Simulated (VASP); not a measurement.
# Cu in VASP: single point with LDA

Aim: the single point of Cu with LDA.

Program: VASP 6.6.1. These are calculated values, not measurements. Logs are shortened: lines on timing, memory, paths and dates and some standing lists are left out, and cuts for length are marked.

### Step 1. The cell of the first run

The cell holds a slab with vacuum, 13 atoms: a = 4.975 Å, b = 4.975 Å, c = 18.918 Å, α = 90.00°, β = 90.00°, γ = 90.00°.

### Step 2. Single point, LDA

INCAR reads:

```
SYSTEM = Cu
PREC = Accurate
ENCUT = 520
EDIFF = 1E-6
ISMEAR = 0
SIGMA = 0.1
LREAL = .FALSE.
LASPH = .TRUE.
NELM = 100
ALGO = Normal
ISIF = 2
LWAVE = .FALSE.
LCHARG = .TRUE.
LDIPOL = .TRUE.
IDIPOL = 3
DIPOL = 0.5 0.5 0.316
LELF = .TRUE.
LVHAR = .TRUE.
LVACPOTAV = .TRUE.
NBANDS = 84
```

KPOINTS reads:

```
Automatic mesh
0
G
  6 6 1
  0 0 0
```

POSCAR reads:

```
Cu
1.0
    4.9751540563      0.0000000000      0.0000000000
    0.0000000000      4.9751540563      0.0000000000
    0.0000000000      0.0000000000     18.9178854445
Cu
13
Direct
    0.2500000000      0.2500000000      0.2114401217
    0.2500000000      0.7500000000      0.2114401217
    0.7500000000      0.2500000000      0.2114401217
    0.7500000000      0.7500000000      0.2114401217
    0.0000000000      0.0000000000      0.3017752139
    0.0000000000      0.5000000000      0.3017752139
    0.5000000000      0.0000000000      0.3017752139
    0.5000000000      0.5000000000      0.3017752139
    0.2500000000      0.2500000000      0.3921096502
    0.2500000000      0.7500000000      0.3921096502
    0.7500000000      0.2500000000      0.3921096502
    0.7500000000      0.7500000000      0.3921096502
    0.2500000000      0.5000000000      0.4912152166
```

Potentials or basis: VASP PAW LDA potentials, release 64 (Cu).

Command:

```console
$ cat potpaw_LDA.64/Cu/POTCAR > POTCAR
$ mpirun -np 1 vasp_std > vasp.out
```

OUTCAR:

```text
SYSTEM = Cu
   PREC = Accurate
   ENCUT = 520
   EDIFF = 1E-6
   ISMEAR = 0
   LREAL = .FALSE.
   LASPH = .TRUE.
   NELM = 100
   ISIF = 2

 ion  position               nearest neighbor table
   1  0.250  0.250  0.211-   5 2.45   6 2.45   7 2.45   8 2.45   2 2.49   3 2.49   2 2.49   3 2.49

   2  0.250  0.750  0.211-   5 2.45   6 2.45   7 2.45   8 2.45   1 2.49   4 2.49   1 2.49   4 2.49

   3  0.750  0.250  0.211-   5 2.45   6 2.45   7 2.45   8 2.45   1 2.49   4 2.49   4 2.49   1 2.49
[... 4 lines left out ...]
                             6 2.49   7 2.49   6 2.49   7 2.49
   6  0.000  0.500  0.302-   9 2.45  10 2.45  11 2.45  12 2.45   1 2.45   2 2.45   3 2.45   4 2.45
                             5 2.49   8 2.49   5 2.49   8 2.49
   7  0.500  0.000  0.302-   9 2.45  10 2.45  11 2.45  12 2.45   1 2.45   2 2.45   3 2.45   4 2.45
                             5 2.49   8 2.49   8 2.49   5 2.49
   8  0.500  0.500  0.302-   9 2.45  10 2.45  11 2.45  12 2.45   1 2.45   2 2.45   3 2.45   4 2.45
                             6 2.49   7 2.49   7 2.49   6 2.49
   9  0.250  0.250  0.392-  13 2.25   6 2.45   7 2.45   8 2.45   5 2.45  11 2.49  10 2.49  10 2.49
                            11 2.49
  10  0.250  0.750  0.392-  13 2.25   6 2.45   7 2.45   8 2.45   5 2.45  12 2.49   9 2.49   9 2.49
                            12 2.49
  11  0.750  0.250  0.392-   5 2.45   6 2.45   7 2.45   8 2.45   9 2.49  12 2.49  12 2.49   9 2.49

  12  0.750  0.750  0.392-   5 2.45   6 2.45   7 2.45   8 2.45  10 2.49  11 2.49  11 2.49  10 2.49

  13  0.250  0.500  0.491-   9 2.25  10 2.25

  LATTYP: Found a simple tetragonal cell.
 ALAT       =     4.9751540563
 C/A-ratio  =     3.8024722914

  Lattice vectors:

 A1 = (   4.9751540563,   0.0000000000,   0.0000000000)
 A2 = (   0.0000000000,   4.9751540563,   0.0000000000)
 A3 = (   0.0000000000,   0.0000000000,  18.9178854445)

Analysis of symmetry for initial positions (statically):
=====================================================================
 Subroutine PRICEL returns:
 Original cell was already a primitive cell.

 Routine SETGRP: Setting up the symmetry group for a
 simple tetragonal supercell.

 Subroutine GETGRP returns: Found  4 space group operations
 (whereof  2 operations were pure point group operations)
 out of a pool of 16 trial point group operations.

The static configuration has the point symmetry C_1h.
 The point group associated with its full space group is C_2v.

Analysis of symmetry for dynamics (positions and initial velocities):
=====================================================================
 Subroutine PRICEL returns:
 Original cell was already a primitive cell.

 Routine SETGRP: Setting up the symmetry group for a
 simple tetragonal supercell.

 Subroutine GETGRP returns: Found  4 space group operations
 (whereof  2 operations were pure point group operations)
 out of a pool of 16 trial point group operations.

The dynamic configuration has the point symmetry C_1h.
 The point group associated with its full space group is C_2v.

 Subroutine INISYM returns: Found  4 space group operations
 (whereof  2 operations are pure point group operations),
 and found     1 'primitive' translations

----------------------------------------------------------------------------------------

                                     Primitive cell

  volume of cell :     468.2585

  direct lattice vectors                    reciprocal lattice vectors
     4.975154056  0.000000000  0.000000000     0.200998801  0.000000000  0.000000000
     0.000000000  4.975154056  0.000000000     0.000000000  0.200998801  0.000000000
     0.000000000  0.000000000 18.917885445     0.000000000  0.000000000  0.052860030

  length of vectors
     4.975154056  4.975154056 18.917885445     0.200998801  0.200998801  0.052860030

  position of ions in fractional coordinates (direct lattice)
     0.250000000  0.250000000  0.211440122
     0.250000000  0.750000000  0.211440122
     0.750000000  0.250000000  0.211440122
     0.750000000  0.750000000  0.211440122
     0.000000000  0.000000000  0.301775214
     0.000000000  0.500000000  0.301775214
     0.500000000  0.000000000  0.301775214
     0.500000000  0.500000000  0.301775214
     0.250000000  0.250000000  0.392109650
     0.250000000  0.750000000  0.392109650
     0.750000000  0.250000000  0.392109650
[... 33 lines left out ...]

  Length of vectors
     0.033499800  0.033499800  0.052860030

  Shift w.r.t. Gamma in fractional coordinates (k-lattice)
     0.000000000  0.000000000  0.000000000

 Subroutine IBZKPT returns following result:
 ===========================================

 Found     16 irreducible k-points:

 Following reciprocal coordinates:
            Coordinates               Weight
  0.000000  0.000000  0.000000      1.000000
  0.166667  0.000000  0.000000      2.000000
  0.000000  0.166667  0.000000      2.000000
  0.333333  0.000000  0.000000      2.000000
  0.000000  0.333333  0.000000      2.000000
  0.500000  0.000000  0.000000      1.000000
[... 8 lines left out ...]
 -0.333333  0.500000  0.000000      2.000000
  0.500000  0.500000  0.000000      1.000000
   k-points           NKPTS =     16   k-points in BZ     NKDIM =     16   number of bands    NBANDS=     84
   number of dos      NEDOS =    301   number of ions     NIONS =     13
   total plane-waves  NPLWV = 230400
   dimension x,y,z NGX =    40 NGY =   40 NGZ =  144
   dimension x,y,z NGXF=    80 NGYF=   80 NGZF=  288
   ions per type =              13
   NGX,Y,Z   is equivalent  to a cutoff of  13.37, 13.37, 12.65 a.u.
   NGXF,Y,Z  is equivalent  to a cutoff of  26.73, 26.73, 25.31 a.u.
 SYSTEM =  Cu
   PREC   = accura    normal or accurate (medium, high low for compatibility)
   ISTART =      0    job   : 0-new  1-cont  2-samecut
   ICHARG =      2    charge: 1-file 2-atom 10-const
   ISPIN  =      1    spin polarized calculation?
   LNONCOLLINEAR =      F non collinear calculations
   LSORBIT =      F    spin-orbit coupling
   LASPH  =      T    aspherical Exc in radial PAW
   ENCUT  =  520.0 eV  38.22 Ry    6.18 a.u.   9.25  9.25 35.17*2*pi/ulx,y,z
   NELM   =    100;   NELMIN=  2; NELMDL= -5     # of ELM steps
   EDIFF  = 0.1E-05   stopping-criterion for ELM
   LREAL  =      F    real-space projection
   EDIFFG = 0.1E-04   stopping-criterion for IOM
   NSW    =      0    number of steps for IOM
   IBRION =     -1    ionic relax: 0-MD 1-quasi-New 2-CG
   NFREE  =      0    steps in history (QN), initial steepest desc. (CG)
   ISIF   =      2    stress and relaxation
   ISYM   =      2    0-nonsym 1-usesym 2-fastsym
   POTIM  = 0.5000    time-step for ionic-motion
   TEBEG  =    0.0;   TEEND  =   0.0 temperature during run
   PSTRESS=    0.0 pullay stress
   NELECT =     143.0000    total number of electrons
   NUPDOWN=      -1.0000    fix difference up-down
   EMIN   =  10.00;   EMAX   =-10.00  energy-range for DOS
   EFERMI =   0.00;   METHOD = LEGACY
   ISMEAR =     0;   SIGMA  =   0.10  broadening in eV -4-tet -1-fermi 0-gaus
   EFERMI_NEDOS =   21; number of points for ismear=-14 and -15
   IALGO  =     38    algorithm
   IMIX   =      4    mixing-type and parameters
     AMIX     =   0.40;   BMIX     =  1.00
     AMIX_MAG =   1.60;   BMIX_MAG =  1.00
  volume/ion in A,a.u.               =      36.02       243.07
  Fermi-wavevector in a.u.,A,eV,Ry     =   1.102448  2.083325 16.536420  1.215393
  Thomas-Fermi vector in A             =   2.238891
   LORBIT       =      0    0 simple, 1 ext, 2 COOP (PROOUT), +10 PAW based schemes
   GGA     = CA    functional components
   LHFCALC =     F    Hartree Fock is set to
   AEXX    =    0.0000 exact exchange contribution
   IVDW    =     0    specifies the selected vdW correction
   LEPSILON=     F    determine dielectric tensor
   LRPA    =     F    only Hartree local field effects (RPA)
 non-spin polarized calculation
 Gauss-broadening in eV      SIGMA  =   0.10
  energy-cutoff  :      520.00
  volume of cell :      468.26
 maximum number of plane-waves:     12644
 NGX is ok and might be reduce to    40
   NGX = 19   NGY = 19   NGZ = 71

 number of electron     143.0000174 magnetization

 dipolmoment           0.000000      0.000000     -0.082686 electrons x Angstroem

 Free energy of the ion-electron system (eV)
  ---------------------------------------------------
  ext. energy  EPLUGINS =         0.00000000
  ---------------------------------------------------
  free energy    TOTEN  =       -53.66222747 eV

  energy without entropy =      -53.63674697  energy(sigma->0) =      -53.64948722

 E-fermi :  -0.6382     XC(G=0):  -5.3069

 val. band max:       -0.6574541154   @ k =   0.3333   0.3333   0.0000
 cond. band min:      -0.5949158234   @ k =   0.1667   0.0000   0.0000
 fundamental gap:      0.0625382920
 Fermi energy:        -0.6382431535

 k-point     1 :       0.0000    0.0000    0.0000
  band No.  band energies     occupation
      1      -9.7263      2.00000
      2      -7.1182      2.00000
      3      -6.0768      2.00000
      4      -6.0702      2.00000
      5      -5.9012      2.00000
      6      -5.8224      2.00000
[... 1365 lines left out ...]
     82       4.6506      0.00000
     83       5.7472      0.00000
 [bands above 83 left out]

------------------------ aborting loop because EDIFF is reached ----------------------------------------

  FORCE on cell =-STRESS in cart. coord.  units (eV):
  Direction    XX          YY          ZZ          XY          YZ          ZX
  --------------------------------------------------------------------------------------
  -------------------------------------------------------------------------------------
  Total       -6.3348546     -4.5718333      1.7453230      0.0000000      0.0000000      0.0000000
  in kB      -21.6751234    -15.6428294      5.9717378      0.0000000      0.0000000      0.0000000
  external PRESSURE =     -10.4487383 kB  Pullay stress =       0.0000000 kB

 VOLUME and BASIS-vectors are now :
 -----------------------------------------------------------------------------
  energy-cutoff  :      520.00
  volume of cell :      468.26
      direct lattice vectors                 reciprocal lattice vectors
     4.975154056  0.000000000  0.000000000     0.200998801  0.000000000  0.000000000
     0.000000000  4.975154056  0.000000000     0.000000000  0.200998801  0.000000000
     0.000000000  0.000000000 18.917885445     0.000000000  0.000000000  0.052860030

 POSITION                                       TOTAL-FORCE (eV/Angst)
 -----------------------------------------------------------------------------------
      1.24379      1.24379      4.00000         0.000000      0.048680     -0.036796
      1.24379      3.73137      4.00000         0.000000     -0.048680     -0.036796
      3.73137      1.24379      4.00000         0.000000      0.042643     -0.069959
      3.73137      3.73137      4.00000         0.000000     -0.042643     -0.069959
      0.00000      0.00000      5.70895         0.077791     -0.000000     -0.053574
      0.00000      2.48758      5.70895        -0.056205     -0.000000     -0.217230
      2.48758      0.00000      5.70895        -0.077791     -0.000000     -0.053574
      2.48758      2.48758      5.70895         0.056205     -0.000000     -0.217230
      1.24379      1.24379      7.41789         0.000000     -0.326266     -0.041693
      1.24379      3.73137      7.41789         0.000000      0.326266     -0.041693
      3.73137      1.24379      7.41789         0.000000      0.104326      0.384163
      3.73137      3.73137      7.41789         0.000000     -0.104326      0.384163
      1.24379      2.48758      9.29275         0.000000     -0.000000      0.070176
 -----------------------------------------------------------------------------------
    total drift:                               -0.000000      0.000000     -0.003540

  FREE ENERGIE OF THE ION-ELECTRON SYSTEM (eV)
  ---------------------------------------------------
  free  energy   TOTEN  =       -53.6622274680 eV

  energy  without entropy=      -53.6367469728  energy(sigma->0) =      -53.64948722

 vacuum level on the upper side and lower side of the slab         3.618         4.223
```

Run time: 27 min. Hardware: 1 thread of Intel Xeon Platinum 8488C (Sapphire Rapids), shared host; peak memory 0.63 GiB.

What came out:

```yaml
Free_energy: -53.6622 eV
Largest_force: 0.398 eV/Å
Band_gap_on_the_k_mesh: zero (an odd number of electrons rules out a gap without spin polarisation)
```

Forces on the atoms (eV/Å):
```
Cu   0.000  0.049 -0.037
Cu   0.000 -0.049 -0.037
Cu   0.000  0.043 -0.070
Cu   0.000 -0.043 -0.070
Cu   0.078  0.000 -0.054
Cu  -0.056  0.000 -0.217
Cu  -0.078  0.000 -0.054
Cu   0.056  0.000 -0.217
Cu   0.000 -0.326 -0.042
Cu   0.000  0.326 -0.042
Cu   0.000  0.104  0.384
Cu   0.000 -0.104  0.384
Cu   0.000  0.000  0.070
```

The gap in the log of VASP goes by the Fermi energy; the results here count the filled bands.